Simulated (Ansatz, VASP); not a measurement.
## SnO: VASP beside Ansatz

Contents of POSCAR:

```
SnO
1.0
    5.1715587079      0.0000000000      0.0000000000
    0.0000000000      5.1715587079      0.0000000000
    0.0000000000      0.0000000000      5.1715587079
Sn O
4 4
Direct
    0.9611757748      0.5388242252      0.4611757748
    0.5388242252      0.4611757748      0.9611757748
    0.4611757748      0.9611757748      0.5388242252
    0.0388242252      0.0388242252      0.0388242252
    0.1862764540      0.3137235460      0.6862764540
    0.3137235460      0.6862764540      0.1862764540
    0.6862764540      0.1862764540      0.3137235460
    0.8137235460      0.8137235460      0.8137235460
```

Contents of INCAR.step1:

```
PREC     = Accurate       # precision mode
ENCUT    = 520            # plane-wave cutoff, eV
ISMEAR   = -1             # smearing method
SIGMA    = 0.03           # smearing width, eV
LREAL    = F              # projectors in reciprocal space
LASPH    = T              # aspherical terms in the spheres
NELM     = 100            # most SCF steps
NBANDS   = 50             # bands
GGA      = PE             # functional
ALGO     = Normal         # electronic algorithm
EDIFF    = 1E-4           # SCF threshold, eV
LWAVE    = T              # write WAVECAR
LCHARG   = F              # write CHGCAR
```

Contents of INCAR.step2:

```
PREC     = Accurate       # precision mode
ENCUT    = 520            # plane-wave cutoff, eV
EDIFF    = 1E-7           # SCF threshold, eV
ISMEAR   = -1             # smearing method
SIGMA    = 0.03           # smearing width, eV
LREAL    = F              # projectors in reciprocal space
LASPH    = T              # aspherical terms in the spheres
NELM     = 100            # most SCF steps
ALGO     = Normal         # electronic algorithm
ISIF     = 2              # what is computed and relaxed
LWAVE    = F              # write WAVECAR
LCHARG   = T              # write CHGCAR
METAGGA  = R2SCAN         # meta-GGA
LMIXTAU  = T            
LUSE_VDW = T            
IVDW_NL  = 2            
BPARAM   = 11.95        
CPARAM   = 0.0093       
LELF     = T              # ELF
LVHAR    = T            
NBANDS   = 50             # bands
ISTART   = 1
```

File KPOINTS:

```
regular mesh
0
Gamma
  6 6 6
```

Input for Ansatz:

```yaml
crystal:
  lattice:
    - [5.1715587079, 0.0, 0.0]
    - [0.0, 5.1715587079, 0.0]
    - [0.0, 0.0, 5.1715587079]
  atoms:
    - { symbol: Sn, position: [0.9611757748, 0.5388242252, 0.4611757748] }
    - { symbol: Sn, position: [0.5388242252, 0.4611757748, 0.9611757748] }
    - { symbol: Sn, position: [0.4611757748, 0.9611757748, 0.5388242252] }
    - { symbol: Sn, position: [0.0388242252, 0.0388242252, 0.0388242252] }
    - { symbol: O, position: [0.186276454, 0.313723546, 0.686276454] }
    - { symbol: O, position: [0.313723546, 0.686276454, 0.186276454] }
    - { symbol: O, position: [0.686276454, 0.186276454, 0.313723546] }
    - { symbol: O, position: [0.813723546, 0.813723546, 0.813723546] }
kpoints:
  mp_grid: { grid: [6, 6, 6] }
  band_path:
    path:
      - [0.0, 0.0, 0.0]
      - [0.0, 0.5, 0.0]
      - [0.5, 0.5, 0.0]
      - [0.5, 0.5, 0.5]
      - [0.5, 0.0, 0.0]
    npoints: 1
hamiltonian:
  xc: r2scan
  dispersion: rvv10
scf:
  occupations: { method: fermi_dirac, width: 0.03 }
  n_extra_bands: 6
output:
  forces: true
  stress: true
  eigenvalues: true
  write_density: true
  write_potential: true
  elf: true
  volumetric_format: npy
```

Alike in both runs: task single point; functional r2SCAN; dispersion rVV10; k mesh 6 × 6 × 6; occupations fermi-dirac, width 0.03 eV; no spin polarisation.

|  | VASP | Ansatz |
| --- | --- | --- |
| version | VASP 6.6.1 | Ansatz 0.2.0 |
| potentials or method | VASP PAW PBE potentials, release 64 (Sn_d, O) | plane waves, PAW |
| plane-wave cutoff (eV) | 520 | 500 |
| valence electrons in the cell | 80 | 80 |

Ansatz gave:

```
gap on the k mesh at the Fermi level (eV) : 1.99
pressure (GPa)                            : 0.0
rms of the force components (eV/Å)        : 0.002
```

Q: Estimate VASP's values.

A: gap on the k mesh at the Fermi level (eV): 1.98; pressure (GPa): 0.5; rms of the force components (eV/Å): 0.052.

VASP's potentials were made for PBE, not for r2SCAN. Atom by atom the forces differ by 0.050 eV/Å (rms over components).
